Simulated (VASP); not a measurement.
Input of a VASP 6.6.1 run:

Contents of POSCAR:

```
CdS
1.0
    0.0000000000      2.9281726936      2.9281726936
    2.9281726936      0.0000000000      2.9281726936
    2.9281726936      2.9281726936      0.0000000000
Cd S
1 1
Direct
    0.0000000000      0.0000000000      0.0000000000
    0.2500000000      0.2500000000      0.2500000000
```

The input INCAR.step1:

```
SYSTEM = CdS
PREC = Accurate
ENCUT = 520
ISMEAR = 0
SIGMA = 0.01
LREAL = .False.
LASPH = .True.
NELM = 80
NBANDS = 16
GGA = PE
ALGO = Normal
EDIFF = 1E-4
LWAVE = .True.
LCHARG = .False.
```

File INCAR.step2:

```
SYSTEM = CdS
PREC = Accurate
ENCUT = 520
EDIFF = 1E-6
ISMEAR = 0
SIGMA = 0.01
LREAL = .False.
LASPH = .True.
NELM = 80
ALGO = Normal
ISIF = 2
LWAVE = .False.
LCHARG = .False.
METAGGA = R2SCAN
LMIXTAU = .True.
IVDW = 13
VDW_S6 = 1.0
VDW_S8 = 0.6018749
VDW_A1 = 0.51559235
VDW_A2 = 5.77342911
NBANDS = 16
ISTART = 1
```

Contents of KPOINTS:

```
Automatic mesh
0
Gamma
  6 6 6
  0 0 0
```

Potentials or basis: VASP PAW PBE potentials, release 64 (Cd, S).

Run with:

```bash
$ cat potpaw_PBE.64/Cd/POTCAR potpaw_PBE.64/S/POTCAR > POTCAR
$ cp INCAR.step1 INCAR
$ mpirun -np 1 vasp_std > vasp.out
$ cp INCAR.step2 INCAR
$ mpirun -np 1 vasp_std > vasp.out
```

Problem. Estimate the pressure.

Solution. 0.3 GPa.

Problem. Predict the dispersion energy per atom.

Solution. -0.117 eV.

Problem. Predict the band gap on the k mesh.

Solution. 1.56 eV, direct.

Caveat: the PAW data sets were made with another functional, which shifts forces and pressure a little. r2SCAN opens gaps a little over a GGA but as a rule still falls short of measured ones.
